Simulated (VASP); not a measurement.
Set up this calculation in VASP 6.6.1, as the native input.

| Quantity | Value |
| --- | --- |
| Task | relaxation of cell and atoms |
| Functional | PBE |
| Potentials or basis | VASP PAW PBE potentials, release 64 (Ge_d, Co) |
| Cutoff | 600 eV |
| k mesh | 10 × 10 × 10 |
| Occupations | gaussian, width 0.1 eV |
| Spin | no spin polarisation |
| Dipole correction | no |
| Further INCAR settings | ALGO = Normal; EDIFF = 1e-07; IBRION = 2; EDIFFG = -0.01; NSW = 80; ISIF = 3 |

The structure of CoGe3 lies in POSCAR:

```
CoGe3
1.0
    3.9922210234      0.0000000000      0.0000000000
    0.0000000000      3.9922210234      0.0000000000
    0.0000000000      0.0000000000      3.9922210234
Ge Co
3 1
Direct
    0.0000000000      0.5000000000      0.5000000000
    0.5000000000      0.0000000000      0.5000000000
    0.5000000000      0.5000000000      0.0000000000
    0.0000000000      0.0000000000      0.0000000000
```

These files were run (other wordings do the same):

INCAR

```
SYSTEM = CoGe3
PREC = Accurate
ENCUT = 600
EDIFF = 1E-7
ISMEAR = 0
SIGMA = 0.1
LREAL = .FALSE.
LASPH = .TRUE.
NELM = 80
ALGO = Normal
ISIF = 3
LWAVE = .FALSE.
LCHARG = .FALSE.
GGA = PE
IBRION = 2
NSW = 80
EDIFFG = -0.01
```

KPOINTS

```
regular mesh
0
G
  10 10 10
  0 0 0
```

Potentials or basis: VASP PAW PBE potentials, release 64 (Ge_d, Co).

The run is started by

```sh
$ cat potpaw_PBE.64/Ge_d/POTCAR potpaw_PBE.64/Co/POTCAR > POTCAR
$ mpirun -np 1 vasp_std > vasp.out
```

It gave:

| Item | Value |
| --- | --- |
| Relaxed volume | 15.93 Å³/atom |
| Relaxed cell | a = 3.994 Å, b = 3.994 Å, c = 3.994 Å, α = 90.00°, β = 90.00°, γ = 90.00° |
| Space group after relaxing (to 0.1 Å) | Pm-3m (No. 221) |
| Energy gained by relaxing | 0.0 meV/atom |
| Ionic steps | 2 |
| Pressure after relaxing | -0.1 GPa |
| Band gap on the k mesh | zero (an odd number of electrons rules out a gap without spin polarisation) |

Caveat: the run has no spin polarisation, though such a crystal can be magnetic.

Wall time 2.1 min on 1 thread of Intel(R) Xeon(R) 6975P-C (Granite Rapids), with other jobs on the host, peak memory 0.25 GiB.
